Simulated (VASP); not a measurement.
**TaRu: electric field gradients with LDA**

The system is TaRu.

```
CELL_PARAMETERS angstrom
2.99068 0.00000 0.00000
0.00000 2.99068 0.00000
0.00000 0.00000 3.31982
ATOMIC_POSITIONS crystal
Ta 0.50000 0.50000 0.50000
Ru 0.00000 0.00000 0.00000
```

This cell differs from its parent crystal: volume scaled by 0.94.

```yaml
Program: VASP 6.6.1
Task: electric field gradients
Functional: LDA
Potentials_or_basis: VASP PAW LDA potentials, release 64 (Ta_pv, Ru_pv)
Cutoff: 520 eV
k_mesh: 11 × 11 × 10
Occupations: fermi-dirac, width 0.05 eV
Spin: no spin polarisation
Dipole_correction: no
Further_INCAR_settings: ALGO = Normal; EDIFF = 1e-08; NBANDS = 20
```

- Pressure: 7.8 GPa

Stress tensor (GPa, compression positive):
```
7.76 0.00 0.00
0.00 7.76 0.00
0.00 0.00 7.97
```

Levels at points of the mesh, in eV from the Fermi level:
```tsv
k point	band 9	band 10	band 11	band 12	band 13	band 14	band 15	band 16	band 17	band 18
(0.00, 0.00, 0.00)	-6.13	-2.56	-2.56	-1.61	0.44	1.91	4.66	4.81	4.81	7.01
(0.00, 0.00, 0.50)	-4.26	-2.82	-1.92	-1.92	-0.86	0.16	0.80	0.80	3.21	3.28
```

Electric field gradients, principal values (V/Å²):
```
atom    least   middle  greatest (by size)
1 Ta   -4.225   -4.225               8.450
2 Ru  -19.150  -19.150              38.299
```

Run time: 89 s on 1 thread of AMD EPYC 7R43 64-Core Processor (Zen 3), with other jobs on the host, peak memory 0.15 GiB.

Caveat: without QUAD_EFG the Cq values of the log hold for a quadrupole moment of 1 mb, not for the nuclei; spin-orbit coupling is left out, which moves the levels of the heavy elements.
